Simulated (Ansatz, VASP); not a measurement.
**Two plane-wave programs on InGa5As6**

INCAR

```
SYSTEM = InGa5As6
PREC     = Accurate       ! precision mode
ENCUT    = 520            ! plane-wave cutoff, eV
EDIFF    = 1E-7           ! SCF threshold, eV
ISMEAR   = 0              ! smearing method
SIGMA    = 0.2            ! smearing width, eV
LREAL    = .FALSE.        ! projectors in reciprocal space
LASPH    = .TRUE.         ! aspherical terms in the spheres
NELM     = 80             ! most SCF steps
ALGO     = Normal         ! electronic algorithm
ISIF     = 2              ! what is computed and relaxed
LWAVE    = .FALSE.        ! write WAVECAR
LCHARG   = .TRUE.         ! write CHGCAR
GGA      = PE             ! functional
LELF     = .TRUE.         ! ELF
LVHAR    = .TRUE.       
NBANDS   = 66             ! bands
```

File KPOINTS:

```
regular mesh
0
G
  6 6 2
  0 0 0
```

Contents of POSCAR:

```
InGa5As6
1.0
    4.1097933000      0.0000000000      0.0000000000
    0.0000000000      4.1097933000      0.0000000000
    0.0000000000      0.0000000000     17.5117382000
In Ga As
1 5 6
Direct
    0.5000000000      0.5000000000      0.5000000000
    0.0000000000      0.0000000000      0.0000000000
    0.5000000000      0.5000000000      0.1624480000
    0.0000000000      0.0000000000      0.3249870000
    0.0000000000      0.0000000000      0.6750130000
    0.5000000000      0.5000000000      0.8375520000
    0.5000000000      0.0000000000      0.2436620000
    0.0000000000      0.5000000000      0.4055600000
    0.5000000000      0.0000000000      0.5944400000
    0.0000000000      0.5000000000      0.7563380000
    0.5000000000      0.0000000000      0.9187870000
    0.0000000000      0.5000000000      0.0812130000
```

Input for Ansatz:

```yaml
crystal:
  lattice:
    - [4.1097933, 0.0, 0.0]
    - [0.0, 4.1097933, 0.0]
    - [0.0, 0.0, 17.5117382]
  atoms:
    - { symbol: In, position: [0.5, 0.5, 0.5] }
    - { symbol: Ga, position: [0.0, 0.0, 0.0] }
    - { symbol: Ga, position: [0.5, 0.5, 0.162448] }
    - { symbol: Ga, position: [0.0, 0.0, 0.324987] }
    - { symbol: Ga, position: [0.0, 0.0, 0.675013] }
    - { symbol: Ga, position: [0.5, 0.5, 0.837552] }
    - { symbol: As, position: [0.5, 0.0, 0.243662] }
    - { symbol: As, position: [0.0, 0.5, 0.40556] }
    - { symbol: As, position: [0.5, 0.0, 0.59444] }
    - { symbol: As, position: [0.0, 0.5, 0.756338] }
    - { symbol: As, position: [0.5, 0.0, 0.918787] }
    - { symbol: As, position: [0.0, 0.5, 0.081213] }
basis:
  ecutwfc: 420
kpoints:
  mp_grid: { grid: [6, 6, 2] }
hamiltonian:
  xc: pbe
scf:
  occupations: { method: gaussian, width: 0.2 }
  lower_state_search: "off"
output:
  forces: true
  stress: true
  eigenvalues: true
```

Alike in both runs: task single point; functional PBE; k mesh 6 × 6 × 2; occupations gaussian, width 0.2 eV; no spin polarisation.

|  | VASP | Ansatz |
| --- | --- | --- |
| version | VASP 6.6.1 | Ansatz 0.2.0 |
| potentials or method | VASP PAW PBE potentials, release 64 (In_d, Ga_d, As), cutoff 520 eV | scalar-relativistic, plane waves, PAW |
| valence electrons in the cell | 108 | 168 |

Ansatz gave:

- gap on the k mesh at the Fermi level (eV): none
- pressure (GPa): 0.0
- traceless stress, the component that is largest in VASP (GPa): -0.11
- rms of the force components (eV/Å): 0.003

Problem. Estimate VASP's values.

Solution. gap on the k mesh at the Fermi level (eV): none; pressure (GPa): 0.2; traceless stress, the component that is largest in VASP (GPa): -0.11; rms of the force components (eV/Å): 0.004.

Atom by atom the forces differ by 0.002 eV/Å (rms over components). A gap of «none» marks a metal or a gap that the smearing closes. VASP's potentials hold 108 valence electrons a cell and Ansatz's 168, so a difference there can come from the potentials and not from the codes.
